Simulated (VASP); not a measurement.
# Pr in VASP: single point with PBE

Aim: the single point of Pr with PBE.

Program: VASP 6.6.1. These are calculated values, not measurements. Logs are shortened: lines on timing, memory, paths and dates and some standing lists are left out, and cuts for length are marked.

## (1) The cell of the first run

The cell holds a cluster in a box, 1 atom: a = 7.600 Å, b = 8.056 Å, c = 7.220 Å, α = 90.00°, β = 90.00°, γ = 90.00°.

## (2) Single point, PBE

INCAR reads:

```
PREC     = Accurate       # precision mode
ENCUT    = 520            # plane-wave cutoff, eV
EDIFF    = 1E-6           # SCF threshold, eV
ISMEAR   = -1             # smearing method
SIGMA    = 0.1            # smearing width, eV
LREAL    = False          # projectors in reciprocal space
LASPH    = True           # aspherical terms in the spheres
NELM     = 200            # most SCF steps
ALGO     = Normal         # electronic algorithm
ISIF     = 2              # what is computed and relaxed
LWAVE    = False          # write WAVECAR
LCHARG   = False          # write CHGCAR
GGA      = PE             # functional
NBANDS   = 12             # bands
GGA_COMPAT= False        
LMAXMIX  = 6              # l up to which the mixer works
```

KPOINTS reads:

```
regular mesh
0
Gamma
  1 1 1
```

POSCAR reads:

```
Pr
1.0
    7.6000000000      0.0000000000      0.0000000000
    0.0000000000      8.0560000000      0.0000000000
    0.0000000000      0.0000000000      7.2200000000
Pr
1
Direct
    0.5100000000      0.5200000000      0.4900000000
```

Potentials or basis: VASP PAW PBE potentials, release 64 (Pr).

Command:

```
$ cat potpaw_PBE.64/Pr/POTCAR > POTCAR
$ mpirun -np 1 vasp_gam > vasp.out
```

OUTCAR:

```text
PREC = Accurate
   ENCUT = 520
   EDIFF = 1E-6
   ISMEAR = -1
   LREAL = False
   LASPH = True
   NELM = 200
   ISIF = 2
   GGA = PE

 ion  position               nearest neighbor table
   1  0.510  0.520  0.490-

  LATTYP: Found a simple orthorhombic cell.
 ALAT       =     7.2200000000
 B/A-ratio  =     1.0526315789
 C/A-ratio  =     1.1157894737

  Lattice vectors:

 A1 = (   0.0000000000,   0.0000000000,   7.2200000000)
 A2 = (   7.6000000000,   0.0000000000,   0.0000000000)
 A3 = (   0.0000000000,   8.0560000000,   0.0000000000)

Analysis of symmetry for initial positions (statically):
=====================================================================
 Subroutine PRICEL returns:
 Original cell was already a primitive cell.

 Routine SETGRP: Setting up the symmetry group for a
 simple orthorhombic supercell.

 Subroutine GETGRP returns: Found  8 space group operations
 (whereof  1 operations were pure point group operations)
 out of a pool of  8 trial point group operations.

The static configuration has the point symmetry C_1 .
 The point group associated with its full space group is D_2h.

Analysis of symmetry for dynamics (positions and initial velocities):
=====================================================================
 Subroutine PRICEL returns:
 Original cell was already a primitive cell.

 Routine SETGRP: Setting up the symmetry group for a
 simple orthorhombic supercell.

 Subroutine GETGRP returns: Found  8 space group operations
 (whereof  1 operations were pure point group operations)
 out of a pool of  8 trial point group operations.

The dynamic configuration has the point symmetry C_1 .
 The point group associated with its full space group is D_2h.

 Subroutine INISYM returns: Found  8 space group operations
 (whereof  1 operations are pure point group operations),
 and found     1 'primitive' translations

----------------------------------------------------------------------------------------

                                     Primitive cell

  volume of cell :     442.0488

  direct lattice vectors                    reciprocal lattice vectors
     7.600000000  0.000000000  0.000000000     0.131578947  0.000000000  0.000000000
     0.000000000  8.056000000  0.000000000     0.000000000  0.124131082  0.000000000
     0.000000000  0.000000000  7.220000000     0.000000000  0.000000000  0.138504155

  length of vectors
     7.600000000  8.056000000  7.220000000     0.131578947  0.124131082  0.138504155

  position of ions in fractional coordinates (direct lattice)
     0.510000000  0.520000000  0.490000000

  ion indices of the primitive-cell ions
   primitive index   ion index
                 1           1

----------------------------------------------------------------------------------------

 KPOINTS: regular mesh

Automatic generation of k-mesh.
 Grid dimensions read from file:
 generate k-points for:    1    1    1

 Generating k-lattice:

  Cartesian coordinates                     Fractional coordinates (reciprocal lattice)
     0.131578947  0.000000000  0.000000000     1.000000000  0.000000000  0.000000000
     0.000000000  0.124131082  0.000000000     0.000000000  1.000000000  0.000000000
     0.000000000  0.000000000  0.138504155     0.000000000  0.000000000  1.000000000

  Length of vectors
     0.131578947  0.124131082  0.138504155

  Shift w.r.t. Gamma in fractional coordinates (k-lattice)
     0.000000000  0.000000000  0.000000000

 Subroutine IBZKPT returns following result:
 ===========================================

 Found      1 irreducible k-points:

 Following reciprocal coordinates:
            Coordinates               Weight
  0.000000  0.000000  0.000000      1.000000
   k-points           NKPTS =      1   k-points in BZ     NKDIM =      1   number of bands    NBANDS=     12
   number of dos      NEDOS =    301   number of ions     NIONS =      1
   total plane-waves  NPLWV = 194400
   dimension x,y,z NGX =    60 NGY =   60 NGZ =   54
   dimension x,y,z NGXF=   120 NGYF=  120 NGZF=  108
   ions per type =               1
   NGX,Y,Z   is equivalent  to a cutoff of  13.12, 12.38, 12.43 a.u.
   NGXF,Y,Z  is equivalent  to a cutoff of  26.25, 24.76, 24.87 a.u.
 SYSTEM =  unknown system
   PREC   = accura    normal or accurate (medium, high low for compatibility)
   ISTART =      0    job   : 0-new  1-cont  2-samecut
   ICHARG =      2    charge: 1-file 2-atom 10-const
   ISPIN  =      1    spin polarized calculation?
   LNONCOLLINEAR =      F non collinear calculations
   LSORBIT =      F    spin-orbit coupling
   LASPH  =      T    aspherical Exc in radial PAW
   ENCUT  =  520.0 eV  38.22 Ry    6.18 a.u.  14.13 14.98 13.42*2*pi/ulx,y,z
   NELM   =    200;   NELMIN=  2; NELMDL= -5     # of ELM steps
   EDIFF  = 0.1E-05   stopping-criterion for ELM
   LREAL  =      F    real-space projection
   EDIFFG = 0.1E-04   stopping-criterion for IOM
   NSW    =      0    number of steps for IOM
   IBRION =     -1    ionic relax: 0-MD 1-quasi-New 2-CG
   NFREE  =      0    steps in history (QN), initial steepest desc. (CG)
   ISIF   =      2    stress and relaxation
   ISYM   =      2    0-nonsym 1-usesym 2-fastsym
   POTIM  = 0.5000    time-step for ionic-motion
   TEBEG  =    0.0;   TEEND  =   0.0 temperature during run
   PSTRESS=    0.0 pullay stress
   NELECT =      13.0000    total number of electrons
   NUPDOWN=      -1.0000    fix difference up-down
   EMIN   =  10.00;   EMAX   =-10.00  energy-range for DOS
   EFERMI =   0.00;   METHOD = LEGACY
   ISMEAR =    -1;   SIGMA  =   0.10  broadening in eV -4-tet -1-fermi 0-gaus
   EFERMI_NEDOS =   21; number of points for ismear=-14 and -15
   IALGO  =     38    algorithm
   IMIX   =      4    mixing-type and parameters
     AMIX     =   0.40;   BMIX     =  1.00
     AMIX_MAG =   1.60;   BMIX_MAG =  1.00
  volume/ion in A,a.u.               =     442.05      2983.09
  Fermi-wavevector in a.u.,A,eV,Ry     =   0.505319  0.954915  3.474215  0.255348
  Thomas-Fermi vector in A             =   1.515782
   LORBIT       =      0    0 simple, 1 ext, 2 COOP (PROOUT), +10 PAW based schemes
   GGA     = PE    functional components
[... 5 lines left out ...]
 non-spin polarized calculation
  energy-cutoff  :      520.00
  volume of cell :      442.05
 maximum number of plane-waves:      5954
 NGX is ok and might be reduce to    60
   NGX = 29   NGY = 29   NGZ = 27

 number of electron      12.9999997 magnetization

 Free energy of the ion-electron system (eV)
  ---------------------------------------------------
  ext. energy  EPLUGINS =         0.00000000
  ---------------------------------------------------
  free energy    TOTEN  =        -1.51768050 eV

  energy without entropy =       -0.81360464  energy(sigma->0) =       -1.16564257

 E-fermi :  -1.9018     XC(G=0):  -2.8390

 val. band max:       -2.9919830633   @ k =   0.0000   0.0000   0.0000
 cond. band min:      -1.8598600768   @ k =   0.0000   0.0000   0.0000
 fundamental gap:      1.1321229865
 Fermi energy:        -1.9017688681

 k-point     1 :       0.0000    0.0000    0.0000
  band No.  band energies     occupation
      1     -39.2396      2.00000
      2     -21.5759      2.00000
      3     -21.5244      2.00000
      4     -21.4946      2.00000
      5      -2.9920      1.99996
      6      -1.8599      0.79347
      7      -1.7702      0.42315
      8      -1.7634      0.40069
      9      -1.7564      0.37872
     10      -1.7553      0.37556
     11      -1.7543      0.37232
     12      -1.7100      0.25613

------------------------ aborting loop because EDIFF is reached ----------------------------------------

  FORCE on cell =-STRESS in cart. coord.  units (eV):
  Direction    XX          YY          ZZ          XY          YZ          ZX
  --------------------------------------------------------------------------------------
  -------------------------------------------------------------------------------------
  Total       -1.3462787     -0.9250182     -1.7431251      0.0000000      0.0000000      0.0000000
  in kB       -4.8795000     -3.3526685     -6.3178439      0.0000000      0.0000000      0.0000000
  external PRESSURE =      -4.8500041 kB  Pullay stress =       0.0000000 kB

 VOLUME and BASIS-vectors are now :
 -----------------------------------------------------------------------------
  energy-cutoff  :      520.00
  volume of cell :      442.05
      direct lattice vectors                 reciprocal lattice vectors
     7.600000000  0.000000000  0.000000000     0.131578947  0.000000000  0.000000000
     0.000000000  8.056000000  0.000000000     0.000000000  0.124131082  0.000000000
     0.000000000  0.000000000  7.220000000     0.000000000  0.000000000  0.138504155

 POSITION                                       TOTAL-FORCE (eV/Angst)
 -----------------------------------------------------------------------------------
      3.87600      4.18912      3.53780         0.000000      0.000000      0.000000
 -----------------------------------------------------------------------------------
    total drift:                               -0.000055      0.000021      0.000001

  FREE ENERGIE OF THE ION-ELECTRON SYSTEM (eV)
  ---------------------------------------------------
  free  energy   TOTEN  =        -1.5176805015 eV

  energy  without entropy=       -0.8136046391  energy(sigma->0) =       -1.16564257
```

Wall time 5.5 min (1 thread of AMD EPYC 7R43 (Zen 3), shared host); peak memory 0.38 GiB.

What came out:

```
Free energy                     : -1.5177 eV
Gap between the frontier levels : zero (an odd number of electrons rules out a gap without spin polarisation)
```

Caveat: spin-orbit coupling is left out, which moves the levels of the heavy elements; semilocal functionals describe open f shells poorly, which spoils levels, moments and volumes.
